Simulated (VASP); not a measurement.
# SnO: electric field gradients with LDA

SnO:

```xyz
4
Lattice="3.8020 0.0000 0.0000 0.0000 3.8020 0.0000 0.0000 0.0000 4.8360" Properties=species:S:1:pos:R:3 pbc="T T T"
Sn    0.0000    1.9010    1.1534
Sn    1.9010    0.0000    3.6826
O     0.0000    0.0000    0.0000
O     1.9010    1.9010    0.0000
```

| Property | Result |
| --- | --- |
| Program | VASP 6.6.1 |
| Task | electric field gradients |
| Functional | LDA |
| Potentials or basis | VASP PAW LDA potentials, release 64 (Sn_d, O_h) |
| Cutoff | 910 eV |
| k mesh | 6 × 6 × 5 |
| Occupations | fermi-dirac, width 0.02 eV |
| Spin | no spin polarisation |
| Dipole correction | no |
| Further INCAR settings | ALGO = Normal; EDIFF = 1e-08; NBANDS = 28 |

The pressure is -2.7 GPa, the largest force is 0.160 eV/Å and the band gap on the k mesh is 0.09 eV (least direct gap 1.96 eV). The largest electric field gradient by atom is Sn -164.9; O +1.9 V/Å².

Forces in eV/Å, atoms in the order of the input:
```
Sn   0.000  0.000 -0.160
Sn   0.000  0.000  0.160
O    0.000  0.000  0.000
O    0.000  0.000  0.000
```

Stress tensor (GPa, compression positive):
```
-2.74  0.00  0.00
 0.00 -2.74  0.00
 0.00  0.00 -2.55
```

Levels at points of the mesh, in eV from the valence-band top:
```csv
k point,band 17,band 18,band 19,band 20,band 21,band 22,band 23,band 24
"(0.00, 0.00, 0.00)",-3.45,-3.14,-3.14,0.00,2.09,4.26,4.69,4.69
"(0.50, 0.00, 0.00)",-4.84,-4.84,-2.68,-2.68,3.16,3.16,5.88,5.88
"(0.50, 0.50, 0.00)",-2.47,-2.47,-1.87,-1.87,0.09,0.09,4.40,4.40
```

Electric field gradients, principal values (V/Å²):
| atom | least | middle | greatest (by size) |
| --- | --- | --- | --- |
| 1 Sn | 82.453 | 82.453 | -164.906 |
| 2 Sn | 82.453 | 82.453 | -164.906 |
| 3 O | -0.959 | -0.959 | 1.918 |
| 4 O | -0.959 | -0.959 | 1.918 |

Wall time 110 s on 1 thread of Intel(R) Xeon(R) Platinum 8259CL CPU @ 2.50GHz (Skylake/Cascade Lake) (shared host), peak memory 0.28 GiB.

Caveat: the cutoff is under 1.25 times the usual one of these potentials, so pressure, stress and relaxed cells hold a basis-set (Pulay) error; without QUAD_EFG the Cq values of the log hold for a quadrupole moment of 1 mb, not for the nuclei; spin-orbit coupling is left out, which moves the levels of the heavy elements; an odd mesh through Γ misses points on the zone boundary, where band edges can lie.
